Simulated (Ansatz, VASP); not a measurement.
Two plane-wave programs on BN

Contents of INCAR:

```
PREC = Accurate
ENCUT = 520
EDIFF = 1E-6
ISMEAR = 0
SIGMA = 0.05
LREAL = False
LASPH = True
NELM = 60
ALGO = Normal
ISIF = 2
LWAVE = False
LCHARG = False
GGA = PS
NBANDS = 16
```

The input KPOINTS:

```
regular mesh
0
Gamma
  12 12 4
```

Contents of POSCAR:

```
BN
1.0
    2.3800706650      0.0000000000      0.0000000000
   -1.1900353325      2.0612016587      0.0000000000
    0.0000000000      0.0000000000      6.8498433739
B N
2 2
Direct
    0.3333333333      0.6666666667      0.2500000000
    0.6666666667      0.3333333333      0.7500000000
    0.3333333333      0.6666666667      0.7500000000
    0.6666666667      0.3333333333      0.2500000000
```

Input for Ansatz:

```yaml
crystal:
  lattice:
    - [2.380070665, 0.0, 0.0]
    - [-1.1900353325, 2.0612016587, 0.0]
    - [0.0, 0.0, 6.8498433739]
  atoms:
    - { symbol: B, position: [0.3333333333, 0.6666666667, 0.25] }
    - { symbol: B, position: [0.6666666667, 0.3333333333, 0.75] }
    - { symbol: "N", position: [0.3333333333, 0.6666666667, 0.75] }
    - { symbol: "N", position: [0.6666666667, 0.3333333333, 0.25] }
basis:
  ecutwfc: 520.0
kpoints:
  mp_grid: { grid: [12, 12, 4] }
hamiltonian:
  xc: pbesol
  pseudopotentials: { kind: paw, azcp: { folder: soft_1 } }
scf:
  occupations: { method: gaussian, width: 0.05 }
output:
  forces: true
  stress: true
  eigenvalues: true
```

Alike in both runs: task single point; functional PBEsol; k mesh 12 × 12 × 4; occupations gaussian, width 0.05 eV; no spin polarisation.

|  | VASP | Ansatz |
| --- | --- | --- |
| version | VASP 6.6.1 | Ansatz 0.2.0 |
| potentials or method | VASP PAW PBE potentials, release 64 (B, N), cutoff 520 eV | scalar-relativistic, plane waves, PAW |
| valence electrons in the cell | 16 | 16 |

```csv
,VASP,Ansatz,Ansatz less VASP
gap on the k mesh at the Fermi level (eV),4.45,4.46,+0.009
least direct gap on the mesh (eV),4.96,4.97,+0.004
```

VASP's potentials were made for PBE, not for PBEsol, and Ansatz warns of the same on its side.
